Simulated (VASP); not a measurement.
# Mg2PbN2 (P-3m1) in VASP: notebook

Runs on Mg2PbN2. Level: LDA. Tasks: single point.

All numbers are computed with VASP 6.6.1; they aren't measurements. Logs are shortened: lines on timing, memory, paths and dates and some standing lists are left out, and cuts for length are marked.

## (1) The cell of the first run

It takes space group P-3m1 (No. 164, trigonal). Conventional cell: a = 3.627 Å, b = 3.627 Å, c = 6.566 Å, α = 90.00°, β = 90.00°, γ = 120.00°. Within 2.8 Å of Mg (site symmetry 3m) lie 4 N at 2.14 to 2.24 Å and 3 Mg at 2.78 Å. Within 3.8 Å of Pb (site symmetry -3m) lie 6 N at 2.86 Å and 6 Mg at 3.16 Å and 6 Pb at 3.63 Å. N (site symmetry 3m) has 4 Mg at 2.14 to 2.24 Å within 2.8 Å.

## (2) Single point, LDA

File INCAR:

```
PREC = Accurate
ENCUT = 520
EDIFF = 1E-6
ISMEAR = -1
SIGMA = 0.05
LREAL = False
LASPH = True
NELM = 100
ALGO = Normal
ISIF = 2
LWAVE = False
LCHARG = False
NBANDS = 22
```

File KPOINTS:

```
regular mesh
0
Gamma
  6 6 4
```

File POSCAR:

```
Mg2PbN2
1.0
    3.6268600000      0.0000000000      0.0000000000
   -1.8134300000      3.1409600000      0.0000000000
    0.0000000000      0.0000000000      6.5658900000
Mg Pb N
2 1 2
Direct
    0.6666666667      0.3333333333      0.1387800000
    0.3333333333      0.6666666667      0.8612200000
    0.0000000000      0.0000000000      0.5000000000
    0.6666666667      0.3333333333      0.7974600000
    0.3333333333      0.6666666667      0.2025500000
```

Potentials or basis: VASP PAW LDA potentials, release 64 (Mg, Pb_d, N).

Command:

```
> cat potpaw_LDA.64/Mg/POTCAR potpaw_LDA.64/Pb_d/POTCAR potpaw_LDA.64/N/POTCAR > POTCAR
> mpirun -np 1 vasp_std > vasp.out
```

OUTCAR:

```text
PREC = Accurate
   ENCUT = 520
   EDIFF = 1E-6
   ISMEAR = -1
   LREAL = False
   LASPH = True
   NELM = 100
   ISIF = 2

 ion  position               nearest neighbor table
   1  0.667  0.333  0.139-   5 2.14   5 2.14   5 2.14   4 2.24   2 2.78   2 2.78   2 2.78   3 3.16
                             3 3.16   3 3.16
   2  0.333  0.667  0.861-   4 2.14   4 2.14   4 2.14   5 2.24   1 2.78   1 2.78   1 2.78   3 3.16
                             3 3.16   3 3.16
   3  0.000  0.000  0.500-   5 2.86   5 2.86   5 2.86   4 2.86   4 2.86   4 2.86   1 3.16   2 3.16
                             2 3.16   1 3.16   1 3.16   2 3.16
   4  0.667  0.333  0.797-   2 2.14   2 2.14   2 2.14   1 2.24   3 2.86   3 2.86   3 2.86
   5  0.333  0.667  0.203-   1 2.14   1 2.14   1 2.14   2 2.24   3 2.86   3 2.86   3 2.86

  LATTYP: Found a hexagonal cell.
 ALAT       =     3.6268600000
 C/A-ratio  =     1.8103511026

  Lattice vectors:

 A1 = (   3.6268600000,   0.0000000000,   0.0000000000)
 A2 = (  -1.8134300000,   3.1409600000,   0.0000000000)
 A3 = (   0.0000000000,   0.0000000000,   6.5658900000)

Analysis of symmetry for initial positions (statically):
=====================================================================
 Subroutine PRICEL returns:
 Original cell was already a primitive cell.

 Routine SETGRP: Setting up the symmetry group for a
 hexagonal supercell.

 Subroutine GETGRP returns: Found  6 space group operations
 (whereof  6 operations were pure point group operations)
 out of a pool of 24 trial point group operations.

The static configuration has the point symmetry C_3v.

Analysis of symmetry for dynamics (positions and initial velocities):
=====================================================================
 Subroutine PRICEL returns:
 Original cell was already a primitive cell.

 Routine SETGRP: Setting up the symmetry group for a
 hexagonal supercell.

 Subroutine GETGRP returns: Found  6 space group operations
 (whereof  6 operations were pure point group operations)
 out of a pool of 24 trial point group operations.

The dynamic configuration has the point symmetry C_3v.

 Subroutine INISYM returns: Found  6 space group operations
 (whereof  6 operations are pure point group operations),
 and found     1 'primitive' translations

----------------------------------------------------------------------------------------

                                     Primitive cell

  volume of cell :      74.7975

  direct lattice vectors                    reciprocal lattice vectors
     3.626860000  0.000000000  0.000000000     0.275720596  0.159187000  0.000000000
    -1.813430000  3.140960000  0.000000000     0.000000000  0.318374000  0.000000000
     0.000000000  0.000000000  6.565890000     0.000000000  0.000000000  0.152302277

  length of vectors
     3.626860000  3.626866152  6.565890000     0.318374540  0.318374000  0.152302277

  position of ions in fractional coordinates (direct lattice)
     0.666666667  0.333333333  0.138780000
     0.333333333  0.666666667  0.861220000
     0.000000000  0.000000000  0.500000000
     0.666666667  0.333333333  0.797460000
     0.333333333  0.666666667  0.202550000

  ion indices of the primitive-cell ions
   primitive index   ion index
                 1           1
                 2           2
                 3           3
                 4           4
                 5           5

----------------------------------------------------------------------------------------

 KPOINTS: regular mesh

Automatic generation of k-mesh.
 Grid dimensions read from file:
 generate k-points for:    6    6    4

 Generating k-lattice:

  Cartesian coordinates                     Fractional coordinates (reciprocal lattice)
     0.045953433  0.026531167  0.000000000     0.166666667  0.000000000  0.000000000
     0.000000000  0.053062333  0.000000000     0.000000000  0.166666667  0.000000000
     0.000000000  0.000000000  0.038075569     0.000000000  0.000000000  0.250000000

  Length of vectors
     0.053062423  0.053062333  0.038075569

  Shift w.r.t. Gamma in fractional coordinates (k-lattice)
     0.000000000  0.000000000  0.000000000

 Subroutine IBZKPT returns following result:
 ===========================================

 Found     24 irreducible k-points:

 Following reciprocal coordinates:
            Coordinates               Weight
  0.000000  0.000000  0.000000      1.000000
  0.166667 -0.000000  0.000000      6.000000
  0.333333 -0.000000  0.000000      6.000000
  0.500000  0.000000  0.000000      3.000000
  0.166667  0.166667  0.000000      6.000000
  0.333333  0.166667  0.000000     12.000000
[... 16 lines left out ...]
  0.333333  0.166667  0.500000     12.000000
  0.333333  0.333333  0.500000      2.000000
   k-points           NKPTS =     24   k-points in BZ     NKDIM =     24   number of bands    NBANDS=     22
   number of dos      NEDOS =    301   number of ions     NIONS =      5
   total plane-waves  NPLWV =  39200
   dimension x,y,z NGX =    28 NGY =   28 NGZ =   50
   dimension x,y,z NGXF=    56 NGYF=   56 NGZF=  100
   ions per type =               2   1   2
   NGX,Y,Z   is equivalent  to a cutoff of  12.83, 12.83, 12.66 a.u.
   NGXF,Y,Z  is equivalent  to a cutoff of  25.67, 25.67, 25.32 a.u.
 SYSTEM =  unknown system
   PREC   = accura    normal or accurate (medium, high low for compatibility)
   ISTART =      0    job   : 0-new  1-cont  2-samecut
   ICHARG =      2    charge: 1-file 2-atom 10-const
   ISPIN  =      1    spin polarized calculation?
   LNONCOLLINEAR =      F non collinear calculations
   LSORBIT =      F    spin-orbit coupling
   LASPH  =      T    aspherical Exc in radial PAW
   ENCUT  =  520.0 eV  38.22 Ry    6.18 a.u.   6.74  6.74 12.21*2*pi/ulx,y,z
   NELM   =    100;   NELMIN=  2; NELMDL= -5     # of ELM steps
   EDIFF  = 0.1E-05   stopping-criterion for ELM
   LREAL  =      F    real-space projection
   EDIFFG = 0.1E-04   stopping-criterion for IOM
   NSW    =      0    number of steps for IOM
   IBRION =     -1    ionic relax: 0-MD 1-quasi-New 2-CG
   NFREE  =      0    steps in history (QN), initial steepest desc. (CG)
   ISIF   =      2    stress and relaxation
   ISYM   =      2    0-nonsym 1-usesym 2-fastsym
   POTIM  = 0.5000    time-step for ionic-motion
   TEBEG  =    0.0;   TEEND  =   0.0 temperature during run
   PSTRESS=    0.0 pullay stress
   NELECT =      28.0000    total number of electrons
   NUPDOWN=      -1.0000    fix difference up-down
   EMIN   =  10.00;   EMAX   =-10.00  energy-range for DOS
   EFERMI =   0.00;   METHOD = LEGACY
   ISMEAR =    -1;   SIGMA  =   0.05  broadening in eV -4-tet -1-fermi 0-gaus
   EFERMI_NEDOS =   21; number of points for ismear=-14 and -15
   IALGO  =     38    algorithm
   IMIX   =      4    mixing-type and parameters
     AMIX     =   0.40;   BMIX     =  1.00
     AMIX_MAG =   1.60;   BMIX_MAG =  1.00
  volume/ion in A,a.u.               =      14.96       100.95
  Fermi-wavevector in a.u.,A,eV,Ry     =   1.179864  2.229619 18.940382  1.392079
  Thomas-Fermi vector in A             =   2.316167
   LORBIT       =      0    0 simple, 1 ext, 2 COOP (PROOUT), +10 PAW based schemes
   GGA     = CA    functional components
   LHFCALC =     F    Hartree Fock is set to
   AEXX    =    0.0000 exact exchange contribution
   IVDW    =     0    specifies the selected vdW correction
   LEPSILON=     F    determine dielectric tensor
   LRPA    =     F    only Hartree local field effects (RPA)
 non-spin polarized calculation
  energy-cutoff  :      520.00
  volume of cell :       74.80
 maximum number of plane-waves:      2040
 NGX is ok and might be reduce to    28
   NGX = 13   NGY = 13   NGZ = 25

 number of electron      27.9999997 magnetization

 Free energy of the ion-electron system (eV)
  ---------------------------------------------------
  ext. energy  EPLUGINS =         0.00000000
  ---------------------------------------------------
  free energy    TOTEN  =       -27.53349487 eV

  energy without entropy =      -27.53189133  energy(sigma->0) =      -27.53269310

 E-fermi :   5.1872     XC(G=0): -10.6530

 val. band max:        4.8361337931   @ k =   0.1667  -0.0000   0.5000
 cond. band min:       5.2344351526   @ k =   0.5000   0.0000   0.5000
 fundamental gap:      0.3983013595
 Fermi energy:         5.1872104508

 k-point     1 :       0.0000    0.0000    0.0000
  band No.  band energies     occupation
      1     -11.9219      2.00000
      2     -11.9219      2.00000
      3     -11.8784      2.00000
      4     -11.7435      2.00000
      5     -11.7435      2.00000
      6      -8.7715      2.00000
[... 14 lines left out ...]
     21      14.4585      0.00000
     22      14.7649      0.00000

 k-point     2 :       0.1667   -0.0000    0.0000
  band No.  band energies     occupation
      1     -11.9365      2.00000
      2     -11.8773      2.00000
      3     -11.8441      2.00000
      4     -11.7840      2.00000
      5     -11.7484      2.00000
      6      -8.5304      2.00000
[... 14 lines left out ...]
     21      14.1233      0.00000
     22      14.3438      0.00000

 k-point     3 :       0.3333   -0.0000    0.0000
  band No.  band energies     occupation
      1     -11.9729      2.00000
      2     -11.8609      2.00000
      3     -11.8004      2.00000
      4     -11.7714      2.00000
      5     -11.7443      2.00000
      6      -7.9390      2.00000
[... 14 lines left out ...]
     21      14.0127      0.00000
     22      14.6511      0.00000
[... 476 lines left out ...]
 k-point    23 :       0.3333    0.1667    0.5000
  band No.  band energies     occupation
      1     -11.9392      2.00000
      2     -11.8776      2.00000
      3     -11.8134      2.00000
      4     -11.7712      2.00000
      5     -11.7313      2.00000
      6      -7.3709      2.00000
[... 14 lines left out ...]
     21      13.6486      0.00000
     22      14.0867      0.00000

 k-point    24 :       0.3333    0.3333    0.5000
  band No.  band energies     occupation
      1     -11.8607      2.00000
      2     -11.8607      2.00000
      3     -11.8281      2.00000
      4     -11.8281      2.00000
      5     -11.7469      2.00000
      6      -7.2087      2.00000
[... 14 lines left out ...]
     21      14.3869      0.00000
     22      14.4273      0.00000

------------------------ aborting loop because EDIFF is reached ----------------------------------------

  FORCE on cell =-STRESS in cart. coord.  units (eV):
  Direction    XX          YY          ZZ          XY          YZ          ZX
  --------------------------------------------------------------------------------------
  -------------------------------------------------------------------------------------
  Total       -3.3055535     -3.3055685     -3.4375775      0.0000000      0.0000000      0.0000000
  in kB      -70.8056606    -70.8059809    -73.6336417      0.0000000      0.0000000      0.0000000
  external PRESSURE =     -71.7484277 kB  Pullay stress =       0.0000000 kB

 VOLUME and BASIS-vectors are now :
 -----------------------------------------------------------------------------
  energy-cutoff  :      520.00
  volume of cell :       74.80
      direct lattice vectors                 reciprocal lattice vectors
     3.626860000  0.000000000  0.000000000     0.275720596  0.159187000  0.000000000
    -1.813430000  3.140960000  0.000000000     0.000000000  0.318374000  0.000000000
     0.000000000  0.000000000  6.565890000     0.000000000  0.000000000  0.152302277

 POSITION                                       TOTAL-FORCE (eV/Angst)
 -----------------------------------------------------------------------------------
      1.81343      1.04699      0.91121        -0.000000      0.000000     -0.005100
     -0.00000      2.09397      5.65468        -0.000000      0.000000      0.005510
      0.00000      0.00000      3.28294         0.000000     -0.000000     -0.000031
      1.81343      1.04699      5.23603         0.000000     -0.000000      0.054768
     -0.00000      2.09397      1.32992        -0.000000      0.000000     -0.055148
 -----------------------------------------------------------------------------------
    total drift:                                0.000000     -0.000000     -0.000442

  FREE ENERGIE OF THE ION-ELECTRON SYSTEM (eV)
  ---------------------------------------------------
  free  energy   TOTEN  =       -27.5334948660 eV

  energy  without entropy=      -27.5318913276  energy(sigma->0) =      -27.53269310
```

It took 22 s on 1 thread of Intel Xeon Platinum 8488C (Sapphire Rapids), shared host; peak memory 0.18 GiB.

Results:

* Free energy: -27.5335 eV
* Pressure: -7.2 GPa
* Largest force: 0.055 eV/Å
* Band gap on the k mesh: zero (band 14 reaches 5.27 eV, above the bottom of band 15 at 5.23 eV)

Forces on the atoms (eV/Å):
```
Mg   0.000  0.000 -0.005
Mg   0.000  0.000  0.006
Pb   0.000  0.000  0.000
N    0.000  0.000  0.055
N    0.000  0.000 -0.055
```

Stress tensor (GPa, compression positive):
```
-7.08  0.00  0.00
 0.00 -7.08  0.00
 0.00  0.00 -7.36
```

Caveat: spin-orbit coupling is left out, which moves the levels of the heavy elements.

## (3) Single point, LDA

This run uses another cell than the first one, of 15.56 Å³/atom, 1.040 times its volume.

File INCAR:

```
SYSTEM = Mg2PbN2
PREC = Accurate
ENCUT = 520
EDIFF = 1E-7
ISMEAR = -1
SIGMA = 0.05
LREAL = .False.
LASPH = .True.
NELM = 100
ALGO = Normal
ISIF = 2
LWAVE = .False.
LCHARG = .False.
GGA = CA
NBANDS = 22
```

File KPOINTS:

```
regular mesh
0
Gamma
  6 6 4
  0 0 0
```

Edit POSCAR of step 2 so:

```diff
@@ -2,5 +2,5 @@
 1.0
-    3.6268600000      0.0000000000      0.0000000000
-   -1.8134300000      3.1409600000      0.0000000000
-    0.0000000000      0.0000000000      6.5658900000
+    3.6745873153      0.0000000000      0.0000000000
+   -1.8372936577      3.1822931610      0.0000000000
+    0.0000000000      0.0000000000      6.6522931979
 Mg Pb N
```

Potentials or basis: VASP PAW LDA potentials, release 64 (Mg, Pb_d, N).

Command:

```
> cat potpaw_LDA.64/Mg/POTCAR potpaw_LDA.64/Pb_d/POTCAR potpaw_LDA.64/N/POTCAR > POTCAR
> mpirun -np 1 vasp_std > vasp.out
```

It took 25 s on 1 thread of Intel Xeon Platinum 8488C (Sapphire Rapids), shared host; peak memory 0.18 GiB.

The run converged. Its results:

```yaml
Free_energy: -27.3727 eV
Pressure: -10.1 GPa
Largest_force: 0.122 eV/Å
```

Forces on the atoms (eV/Å):
```
Mg   0.000  0.000  0.002
Mg   0.000  0.000 -0.002
Pb   0.000  0.000  0.000
N    0.000  0.000  0.122
N    0.000  0.000 -0.122
```

Levels at points of the mesh, in eV from the Fermi level:
```csv
k point,band 11,band 12,band 13,band 14,band 15,band 16,band 17,band 18
"(0.00, 0.00, 0.00)",-1.37,-1.37,-1.17,-1.17,1.84,3.93,4.98,4.98
"(0.50, 0.00, 0.00)",-3.47,-2.30,-1.29,-0.74,0.57,3.01,3.31,3.48
"(0.00, 0.00, 0.50)",-1.45,-1.07,-1.07,0.04,0.22,4.92,4.92,5.34
"(0.50, 0.00, 0.50)",-2.44,-1.93,-1.81,-1.79,0.06,3.32,3.82,4.66
```

Caveat: spin-orbit coupling is left out, which moves the levels of the heavy elements.
